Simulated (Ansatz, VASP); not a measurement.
# C: VASP beside Ansatz

```
CELL_PARAMETERS angstrom
2.46487 0.00000 0.00000
-1.23244 2.13464 0.00000
0.00000 0.00000 20.59749
ATOMIC_POSITIONS crystal
C 0.66667 0.33333 0.58633
C 0.66667 0.33333 0.08635
C 0.66667 0.33333 0.41365
C 0.66667 0.33333 0.91367
C 0.00000 0.00000 0.25000
C 0.33333 0.66667 0.91365
C 0.00000 0.00000 0.75000
C 0.66667 0.33333 0.25000
C 0.33333 0.66667 0.41367
C 0.33333 0.66667 0.75000
C 0.33333 0.66667 0.08633
C 0.33333 0.66667 0.58635
```

Alike in both runs: functional PBE; dispersion D3(BJ); k mesh 18 × 18 × 2; occupations gaussian, width 0.1 eV; no spin polarisation.

Ansatz relaxed the structure, and its values are those at the end. VASP's run is a single point on that final structure, the one shown.

|  | VASP | Ansatz |
| --- | --- | --- |
| version | VASP 6.6.1 | Ansatz 0.2.0 |
| potentials or method | VASP PAW PBE potentials, release 64 (C), cutoff 600 eV | scalar-relativistic, plane waves, PAW |
| valence electrons in the cell | 48 | 48 |

```tsv
	VASP	Ansatz	Ansatz less VASP
gap on the k mesh at the Fermi level (eV)	none	none	-
pressure (GPa)	0.0	0.0	-0.03
```

A gap of «none» marks a metal or a gap that the smearing closes.
